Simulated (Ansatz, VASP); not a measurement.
Si2C: VASP beside Ansatz

```xyz
6
Lattice="2.9306 0.0000 0.0000 -1.4653 2.5380 0.0000 0.0000 0.0000 8.8171" Properties=species:S:1:pos:R:3 pbc="T T T"
Si    0.0000    1.6920    5.4035
Si    1.4653    0.8460    0.9950
Si    0.0000    1.6920    7.8221
Si    1.4653    0.8460    3.4136
C     0.0000    1.6920    2.2043
C     1.4653    0.8460    6.6128
```

Change from the starting cell: species swapped into the WSe2 type (P6_3/mmc, No. 194).

Alike in both runs: task relaxation of cell and atoms; functional PBE; k mesh 12 × 12 × 4; occupations gaussian, width 0.1 eV; no spin polarisation.

```csv
,VASP,Ansatz
version,VASP 6.6.1,Ansatz 0.2.0
potentials or method,"VASP PAW PBE potentials, release 64 (Si, C), cutoff 600 eV","scalar-relativistic, plane waves, PAW"
valence electrons in the cell,24,24
```

Ansatz gave:

* gap on the k mesh at the Fermi level, each at its own relaxed structure (eV): none
* relaxed volume (Å³/atom): 10.90
* relaxed cell length with the largest relative difference (Å): 8.842

Task: Which values does VASP return?

Result: gap on the k mesh at the Fermi level, each at its own relaxed structure (eV): none; relaxed volume (Å³/atom): 10.90; relaxed cell length with the largest relative difference (Å): 8.838.

A gap of «none» marks a metal or a gap that the smearing closes.
